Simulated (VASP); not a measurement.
# P (R-3m) in VASP: notebook

The runs below take P through single point, with r2SCAN.

Everything below comes from runs of VASP 6.6.1. Logs are shortened: lines on timing, memory, paths and dates and some standing lists are left out, and cuts for length are marked.

**1. The cell of the first run**

It takes space group R-3m (No. 166, trigonal). Conventional cell: a = 3.344 Å, b = 3.344 Å, c = 10.005 Å, α = 90.00°, β = 90.00°, γ = 120.00°. P (site symmetry 3m) has 6 P at 2.28 to 2.87 Å within 3.0 Å.

**2. Single point, r2SCAN**

File POSCAR:

```
P
1.0
    1.6717605543      0.9651914061      3.3349940213
   -1.6717605543      0.9651914061      3.3349940213
    0.0000000000     -1.9303828121      3.3349940213
P
2
Direct
    0.2270802500      0.2270802500      0.2270802500
    0.7729197500      0.7729197500      0.7729197500
```

File INCAR.step1:

```
SYSTEM = P
PREC = Accurate
ENCUT = 520
ISMEAR = 0
SIGMA = 0.15
LREAL = .False.
LASPH = .True.
NELM = 100
NBANDS = 12
GGA = PE
ALGO = Normal
EDIFF = 1E-4
LWAVE = .True.
LCHARG = .False.
```

File INCAR.step2:

```
SYSTEM = P
PREC = Accurate
ENCUT = 520
EDIFF = 1E-6
ISMEAR = 0
SIGMA = 0.15
LREAL = .False.
LASPH = .True.
NELM = 100
ALGO = Normal
ISIF = 2
LWAVE = .False.
LCHARG = .True.
METAGGA = R2SCAN
LMIXTAU = .True.
LELF = .True.
LVHAR = .True.
NBANDS = 12
ISTART = 1
```

File KPOINTS:

```
Automatic mesh
0
Gamma
  18 18 18
  0 0 0
```

Potentials or basis: VASP PAW PBE potentials, release 64 (P).

Started as:

```console
cat potpaw_PBE.64/P/POTCAR > POTCAR
cp INCAR.step1 INCAR
mpirun -np 1 vasp_std > vasp.out
cp INCAR.step2 INCAR
mpirun -np 1 vasp_std > vasp.out
```

OUTCAR:

```text
SYSTEM = P
   PREC = Accurate
   ENCUT = 520
   EDIFF = 1E-6
   ISMEAR = 0
   LREAL = .False.
   LASPH = .True.
   NELM = 100
   ISIF = 2
   METAGGA = R2SCAN
   ISTART = 1

 ion  position               nearest neighbor table
   1  0.227  0.227  0.227-   2 2.28   2 2.28   2 2.28   2 2.87   2 2.87   2 2.87
   2  0.773  0.773  0.773-   1 2.28   1 2.28   1 2.28   1 2.87   1 2.87   1 2.87

  LATTYP: Found a trigonal (rhomboedric) cell.
 ALAT       =     3.8533833087
 COS(alpha) =     0.6235617729

  Lattice vectors:

 A1 = (   1.6717605543,   0.9651914061,   3.3349940213)
 A2 = (  -1.6717605543,   0.9651914061,   3.3349940213)
 A3 = (   0.0000000000,  -1.9303828121,   3.3349940213)

Analysis of symmetry for initial positions (statically):
=====================================================================
 Subroutine PRICEL returns:
 Original cell was already a primitive cell.

 Routine SETGRP: Setting up the symmetry group for a
 trigonal (rhombohedral) supercell.

 Subroutine GETGRP returns: Found 12 space group operations
 (whereof 12 operations were pure point group operations)
 out of a pool of 12 trial point group operations.

The static configuration has the point symmetry D_3d.

Analysis of symmetry for dynamics (positions and initial velocities):
=====================================================================
 Subroutine PRICEL returns:
 Original cell was already a primitive cell.

 Routine SETGRP: Setting up the symmetry group for a
 trigonal (rhombohedral) supercell.

 Subroutine GETGRP returns: Found 12 space group operations
 (whereof 12 operations were pure point group operations)
 out of a pool of 12 trial point group operations.

The dynamic configuration has the point symmetry D_3d.

 Subroutine INISYM returns: Found 12 space group operations
 (whereof 12 operations are pure point group operations),
 and found     1 'primitive' translations

----------------------------------------------------------------------------------------

                                     Primitive cell

  volume of cell :      32.2875

  direct lattice vectors                    reciprocal lattice vectors
     1.671760554  0.965191406  3.334994021     0.299085894  0.172677321  0.099950204
    -1.671760554  0.965191406  3.334994021    -0.299085894  0.172677321  0.099950204
     0.000000000 -1.930382812  3.334994021     0.000000000 -0.345354643  0.099950204

  length of vectors
     3.853383309  3.853383309  3.853383309     0.359527291  0.359527291  0.359527291

  position of ions in fractional coordinates (direct lattice)
     0.227080250  0.227080250  0.227080250
     0.772919750  0.772919750  0.772919750

  ion indices of the primitive-cell ions
   primitive index   ion index
                 1           1
                 2           2

----------------------------------------------------------------------------------------

 KPOINTS: Automatic mesh

Automatic generation of k-mesh.
 Grid dimensions read from file:
 generate k-points for:   18   18   18

 Generating k-lattice:

  Cartesian coordinates                     Fractional coordinates (reciprocal lattice)
     0.016615883  0.009593185  0.005552789     0.055555556  0.000000000  0.000000000
    -0.016615883  0.009593185  0.005552789     0.000000000  0.055555556  0.000000000
     0.000000000 -0.019186369  0.005552789     0.000000000  0.000000000  0.055555556

  Length of vectors
     0.019973738  0.019973738  0.019973738

  Shift w.r.t. Gamma in fractional coordinates (k-lattice)
     0.000000000  0.000000000  0.000000000

 Subroutine IBZKPT returns following result:
 ===========================================

 Found    580 irreducible k-points:

 Following reciprocal coordinates:
            Coordinates               Weight
  0.000000  0.000000  0.000000      1.000000
  0.055556  0.000000  0.000000      6.000000
  0.111111  0.000000  0.000000      6.000000
  0.166667  0.000000  0.000000      6.000000
  0.222222  0.000000  0.000000      6.000000
  0.277778  0.000000  0.000000      6.000000
[... 16 lines left out ...]
 -0.277778  0.055556 -0.000000     12.000000
 -0.222222  0.055556  0.000000     12.000000
 [... further k-points ...]
   k-points           NKPTS =    580   k-points in BZ     NKDIM =    580   number of bands    NBANDS=     12
   number of dos      NEDOS =    301   number of ions     NIONS =      2
   total plane-waves  NPLWV =  27000
   dimension x,y,z NGX =    30 NGY =   30 NGZ =   30
   dimension x,y,z NGXF=    60 NGYF=   60 NGZF=   60
   ions per type =               2
   NGX,Y,Z   is equivalent  to a cutoff of  12.94, 12.94, 12.94 a.u.
   NGXF,Y,Z  is equivalent  to a cutoff of  25.89, 25.89, 25.89 a.u.
 SYSTEM =  P
   PREC   = accura    normal or accurate (medium, high low for compatibility)
   ISTART =      1    job   : 0-new  1-cont  2-samecut
   ICHARG =      0    charge: 1-file 2-atom 10-const
   ISPIN  =      1    spin polarized calculation?
   LNONCOLLINEAR =      F non collinear calculations
   LSORBIT =      F    spin-orbit coupling
   LASPH  =      T    aspherical Exc in radial PAW
   ENCUT  =  520.0 eV  38.22 Ry    6.18 a.u.   7.16  7.16  7.16*2*pi/ulx,y,z
   NELM   =    100;   NELMIN=  2; NELMDL=  0     # of ELM steps
   EDIFF  = 0.1E-05   stopping-criterion for ELM
   LREAL  =      F    real-space projection
   EDIFFG = 0.1E-04   stopping-criterion for IOM
   NSW    =      0    number of steps for IOM
   IBRION =     -1    ionic relax: 0-MD 1-quasi-New 2-CG
   NFREE  =      0    steps in history (QN), initial steepest desc. (CG)
   ISIF   =      2    stress and relaxation
   ISYM   =      2    0-nonsym 1-usesym 2-fastsym
   POTIM  = 0.5000    time-step for ionic-motion
   TEBEG  =    0.0;   TEEND  =   0.0 temperature during run
   PSTRESS=    0.0 pullay stress
   NELECT =      10.0000    total number of electrons
   NUPDOWN=      -1.0000    fix difference up-down
   EMIN   =  10.00;   EMAX   =-10.00  energy-range for DOS
   EFERMI =   0.00;   METHOD = LEGACY
   ISMEAR =     0;   SIGMA  =   0.15  broadening in eV -4-tet -1-fermi 0-gaus
   EFERMI_NEDOS =   21; number of points for ismear=-14 and -15
   IALGO  =     38    algorithm
   IMIX   =      4    mixing-type and parameters
     AMIX     =   0.40;   BMIX     =  1.00
     AMIX_MAG =   1.60;   BMIX_MAG =  1.00
  volume/ion in A,a.u.               =      16.14       108.94
  Fermi-wavevector in a.u.,A,eV,Ry     =   1.107636  2.093128 16.692396  1.226857
  Thomas-Fermi vector in A             =   2.244152
   LORBIT       =      0    0 simple, 1 ext, 2 COOP (PROOUT), +10 PAW based schemes
   METAGGA = R2SCAN    functional components
   LHFCALC =     F    Hartree Fock is set to
   AEXX    =    0.0000 exact exchange contribution
   IVDW    =     0    specifies the selected vdW correction
   LEPSILON=     F    determine dielectric tensor
   LRPA    =     F    only Hartree local field effects (RPA)
 non-spin polarized calculation
 Gauss-broadening in eV      SIGMA  =   0.15
  energy-cutoff  :      520.00
  volume of cell :       32.29
 maximum number of plane-waves:       881
 NGX is ok and might be reduce to    30

 number of electron       9.9999999 magnetization

 Free energy of the ion-electron system (eV)
  ---------------------------------------------------
  ext. energy  EPLUGINS =         0.00000000
  ---------------------------------------------------
  free energy    TOTEN  =       -17.72451350 eV

  energy without entropy =      -17.72030239  energy(sigma->0) =      -17.72240795

 E-fermi :   8.9450     XC(G=0): -11.2784

 val. band max:        8.9445247271   @ k =   0.4444   0.0556   0.0000
 cond. band min:       8.9474510151   @ k =   0.2778   0.1667   0.1667
 fundamental gap:      0.0029262881
 Fermi energy:         8.9449805497

 k-point     1 :       0.0000    0.0000    0.0000
  band No.  band energies     occupation
      1      -8.4904      2.00000
      2       4.4554      2.00000
      3       4.6616      2.00000
      4       6.3559      2.00000
      5       6.3559      2.00000
      6      11.0553      0.00000
      7      11.8818      0.00000
      8      11.8818      0.00000
      9      15.6381      0.00000
     10      15.6381      0.00000
     11      16.8975      0.00000
     12      16.9014      0.00000

 k-point     2 :       0.0556    0.0000    0.0000
  band No.  band energies     occupation
      1      -8.4354      2.00000
      2       4.0847      2.00000
      3       4.9185      2.00000
      4       6.1650      2.00000
      5       6.2924      2.00000
      6      11.2962      0.00000
      7      11.8616      0.00000
      8      11.8976      0.00000
      9      15.1678      0.00000
     10      15.3305      0.00000
     11      16.0626      0.00000
     12      17.4549      0.00000

 k-point     3 :       0.1111    0.0000    0.0000
  band No.  band energies     occupation
      1      -8.2708      2.00000
      2       3.4617      2.00000
      3       4.9672      2.00000
      4       6.0299      2.00000
      5       6.1220      2.00000
      6      11.3425      0.00000
      7      11.8569      0.00000
      8      12.1622      0.00000
      9      14.3301      0.00000
     10      15.0887      0.00000
     11      15.5867      0.00000
     12      18.5120      0.00000
[... 286 lines left out ...]
 k-point    23 :      -0.2778    0.0556   -0.0000
  band No.  band energies     occupation
      1      -6.8662      2.00000
      2      -0.1000      2.00000
      3       4.7260      2.00000
      4       5.0896      2.00000
      5       6.9879      2.00000
      6       9.5083      0.00000
      7      10.1640      0.00000
      8      11.1908      0.00000
      9      14.9488      0.00000
     10      16.5888      0.00000
     11      18.6325      0.00000
     12      22.2437      0.00000

 k-point    24 :      -0.2222    0.0556    0.0000
  band No.  band energies     occupation
      1      -7.3899      2.00000
      2       1.0606      2.00000
      3       4.7986      2.00000
      4       5.2560      2.00000
      5       6.5928      2.00000
      6      10.1733      0.00000
      7      10.6711      0.00000
      8      11.5123      0.00000
      9      14.8171      0.00000
     10      15.6079      0.00000
     11      17.3415      0.00000
     12      20.9156      0.00000

 [... further k-points ...]

------------------------ aborting loop because EDIFF is reached ----------------------------------------

  FORCE on cell =-STRESS in cart. coord.  units (eV):
  Direction    XX          YY          ZZ          XY          YZ          ZX
  --------------------------------------------------------------------------------------
  -------------------------------------------------------------------------------------
  Total        0.9531396      0.9531396     -0.4029746     -0.0000000     -0.0000000      0.0000000
  in kB       47.2969654     47.2969654    -19.9965218     -0.0000000     -0.0000000      0.0000000
  external PRESSURE =      24.8658030 kB  Pullay stress =       0.0000000 kB

 VOLUME and BASIS-vectors are now :
 -----------------------------------------------------------------------------
  energy-cutoff  :      520.00
  volume of cell :       32.29
      direct lattice vectors                 reciprocal lattice vectors
     1.671760554  0.965191406  3.334994021     0.299085894  0.172677321  0.099950204
    -1.671760554  0.965191406  3.334994021    -0.299085894  0.172677321  0.099950204
     0.000000000 -1.930382812  3.334994021     0.000000000 -0.345354643  0.099950204

 POSITION                                       TOTAL-FORCE (eV/Angst)
 -----------------------------------------------------------------------------------
      0.00000      0.00000      2.27193         0.000000     -0.000000     -0.458281
      0.00000      0.00000      7.73305         0.000000      0.000000      0.458281
 -----------------------------------------------------------------------------------
    total drift:                                0.000000      0.000000      0.000000

  FREE ENERGIE OF THE ION-ELECTRON SYSTEM (eV)
  ---------------------------------------------------
  free  energy   TOTEN  =       -17.7245134957 eV

  energy  without entropy=      -17.7203023947  energy(sigma->0) =      -17.72240795
```

Wall time 13 min (1 thread of Intel Xeon Platinum 8259CL at 2.50GHz (Skylake/Cascade Lake), shared host); peak memory 0.29 GiB.

What came out:

```
Free energy            : -17.7245 eV
Pressure               : 2.5 GPa
Largest force          : 0.458 eV/Å
Band gap on the k mesh : zero (bands 5 and 6 overlap by 1.60 eV)
```

Forces on the atoms (eV/Å):
```
P    0.000  0.000 -0.458
P    0.000  0.000  0.458
```

Caveat: the stress differs along the axes, from -2 to 5 GPa; the PAW data sets were made with another functional, which shifts forces and pressure a little.

**3. Single point, r2SCAN**

This run uses another cell than the first one, of the same volume but with other edges.

File POSCAR:

```
P
1.0
    1.7493681869      1.0099981936      3.0456553624
   -1.7493681869      1.0099981936      3.0456553624
    0.0000000000     -2.0199963872      3.0456553624
P
2
Direct
    0.2270802500      0.2270802500      0.2270802500
    0.7729197500      0.7729197500      0.7729197500
```

File INCAR.step1:

```
PREC = Accurate
ENCUT = 520
ISMEAR = 0
SIGMA = 0.15
LREAL = F
LASPH = T
NELM = 80
NBANDS = 12
GGA = PE
ALGO = Normal
EDIFF = 1E-4
LWAVE = T
LCHARG = F
```

File INCAR.step2:

```
PREC = Accurate
ENCUT = 520
EDIFF = 1E-6
ISMEAR = 0
SIGMA = 0.15
LREAL = F
LASPH = T
NELM = 80
ALGO = Normal
ISIF = 2
LWAVE = F
LCHARG = F
METAGGA = R2SCAN
LMIXTAU = T
NBANDS = 12
ISTART = 1
```

File KPOINTS:

```
Automatic mesh
0
Gamma
  18 18 18
```

Potentials or basis: VASP PAW PBE potentials, release 64 (P).

Started as:

```console
cat potpaw_PBE.64/P/POTCAR > POTCAR
cp INCAR.step1 INCAR
mpirun -np 1 vasp_std > vasp.out
cp INCAR.step2 INCAR
mpirun -np 1 vasp_std > vasp.out
```

Run time: 9.9 min. Hardware: 1 thread of Intel Xeon Platinum 8259CL at 2.50GHz (Skylake/Cascade Lake), shared host; peak memory 0.29 GiB.

It converged, with:

```
Free energy            : -17.7684 eV
Pressure               : -1.0 GPa
Largest force          : 0.150 eV/Å
Band gap on the k mesh : zero (bands 5 and 6 overlap by 0.86 eV)
```

Forces in eV/Å, atoms in the order of the input:
```
P    0.000  0.000  0.150
P    0.000  0.000 -0.150
```

Stress tensor (GPa, compression positive):
```
-2.24  0.00  0.00
 0.00 -2.24  0.00
 0.00  0.00  1.43
```

Levels at points of the mesh, in eV from the Fermi level:
| k point | band 3 | band 4 | band 5 | band 6 | band 7 | band 8 |
| --- | --- | --- | --- | --- | --- | --- |
| (0.00, 0.00, 0.00) | -3.34 | -3.34 | -2.98 | 1.46 | 2.82 | 2.82 |
| (0.50, 0.00, 0.00) | -4.14 | -3.32 | -0.68 | 0.00 | 0.45 | 0.66 |
| (0.50, 0.50, 0.00) | -7.14 | -5.96 | -5.56 | 0.24 | 6.68 | 8.01 |
| (0.50, 0.50, 0.50) | -3.25 | -3.25 | -0.41 | -0.41 | -0.09 | 2.29 |

Caveat: the PAW data sets were made with another functional, which shifts forces and pressure a little.

**4. Single point, r2SCAN**

File POSCAR:

```
P
1.0
    1.6978860328      0.9802749581      3.2331520973
   -1.6978860328      0.9802749581      3.2331520973
    0.0000000000     -1.9605499161      3.2331520973
P
2
Direct
    0.2270802500      0.2270802500      0.2270802500
    0.7729197500      0.7729197500      0.7729197500
```

File INCAR.step1:

```
PREC = Accurate
ENCUT = 520
ISMEAR = 0
SIGMA = 0.15
LREAL = False
LASPH = True
NELM = 100
NBANDS = 12
GGA = PE
ALGO = Normal
EDIFF = 1E-4
LWAVE = True
LCHARG = False
```

File INCAR.step2:

```
PREC = Accurate
ENCUT = 520
EDIFF = 1E-6
ISMEAR = 0
SIGMA = 0.15
LREAL = False
LASPH = True
NELM = 100
ALGO = Normal
ISIF = 2
LWAVE = False
LCHARG = True
METAGGA = R2SCAN
LMIXTAU = True
LELF = True
LVHAR = True
NBANDS = 12
ISTART = 1
```

KPOINTS is that of step 3.

Started as:

```console
cat potpaw_PBE.64/P/POTCAR > POTCAR
cp INCAR.step1 INCAR
mpirun -np 1 vasp_std > vasp.out
cp INCAR.step2 INCAR
mpirun -np 1 vasp_std > vasp.out
```

It took 10 min on 1 thread of Intel Xeon Platinum 8259CL at 2.50GHz (Skylake/Cascade Lake), shared host; peak memory 0.29 GiB.

The run converged. Its results:

```yaml
Free_energy: -17.7590 eV
Pressure: 1.3 GPa
Largest_force: 0.208 eV/Å
Band_gap_on_the_k_mesh: zero (bands 5 and 6 overlap by 1.11 eV)
```

Forces in eV/Å, atoms in the order of the input:
```
P    0.000  0.000 -0.208
P    0.000  0.000  0.208
```

Stress tensor (GPa, compression positive):
```
 2.76  0.00  0.00
 0.00  2.76  0.00
 0.00  0.00 -1.61
```

Levels at points of the mesh, in eV from the Fermi level:
```
           k point  band 1  band 2  band 3  band 4  band 5  band 6  band 7  band 8  band 9  band 10
(0.00, 0.00, 0.00)  -17.49   -4.09   -3.94   -2.97   -2.97    1.68    2.79    2.79    6.36     6.36
(0.50, 0.00, 0.00)  -13.82  -12.50   -4.17   -4.01   -0.91   -0.06   -0.02    0.72    8.27    10.07
(0.50, 0.50, 0.00)  -13.61  -10.72   -7.10   -5.89   -5.59    0.30    6.24    7.89    8.45     9.35
(0.50, 0.50, 0.50)  -15.71  -11.58   -2.85   -2.85    0.16    0.16    0.88    2.77    9.23     9.63
```

Caveat: the PAW data sets were made with another functional, which shifts forces and pressure a little.

**5. Summary**

| cell | gap on the mesh (eV) | pressure (GPa) | largest force (eV/Å) |
| --- | --- | --- | --- |
| a = 3.853 Å, angles 51.4°, 2 atoms | none | 2.5 | 0.46 |
| a = 3.655 Å, angles 57.2°, 2 atoms | none | -1.0 | 0.15 |
| a = 3.781 Å, angles 53.4°, 2 atoms | none | 1.3 | 0.21 |

Alike in all rows: task single point; level r2SCAN; potentials or basis VASP PAW PBE potentials, release 64 (P); no spin polarisation; k mesh 18 × 18 × 18; cutoff (eV) 520; smearing gaussian 0.15 eV.

Caveats: the PAW data sets were made with another functional, which shifts forces and pressure a little; the stress differs along the axes, from -2 to 5 GPa (at least some runs).

Absolute energies hang on the potentials; compare differences alone.

The gap in the log of VASP goes by the Fermi energy; the results here count the filled bands.